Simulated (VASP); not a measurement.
**SnSe: single point with RPBE**

The system is SnSe.

```
Sn Se
1.0
     0.00000    3.01000    3.01000
     3.01000    0.00000    3.01000
     3.01000    3.01000    0.00000
Sn Se
1 1
Direct
  0.00000 0.00000 0.00000
  0.50000 0.50000 0.50000
```

```json
{
 "Program": "VASP 6.6.1",
 "Task": "single point",
 "Functional": "RPBE",
 "Potentials or basis": "VASP PAW PBE potentials, release 64 (Sn_d, Se)",
 "Cutoff": "520 eV",
 "k mesh": "8 × 8 × 8",
 "Occupations": "fermi-dirac, width 0.05 eV",
 "Spin": "no spin polarisation",
 "Dipole correction": "no",
 "Further INCAR settings": "ALGO = Normal; EDIFF = 1e-07; NBANDS = 17"
}
```

```json
{
  "Pressure": "2.6 GPa",
  "Band gap on the k mesh": "0.54 eV, direct"
}
```

Levels at points of the mesh, in eV from the valence-band top:
```
           k point  band 7  band 8  band 9  band 10  band 11  band 12  band 13  band 14
(0.00, 0.00, 0.00)   -5.06   -2.27   -2.27    -2.27     4.30     4.30     4.30     5.82
(0.50, 0.00, 0.00)   -8.08   -2.03   -2.03     0.00     0.54     1.22     1.22     8.28
(0.50, 0.50, 0.00)   -6.02   -5.52   -3.70    -3.70     3.02     5.33     5.33     5.96
```

Wall time 54 s on 1 thread of AMD EPYC 7R13 (shared host), peak memory 0.16 GiB.

Caveat: the PAW data sets were made with another functional, which shifts forces and pressure a little; spin-orbit coupling is left out, which moves the levels of the heavy elements. A k mesh can miss the band edges.
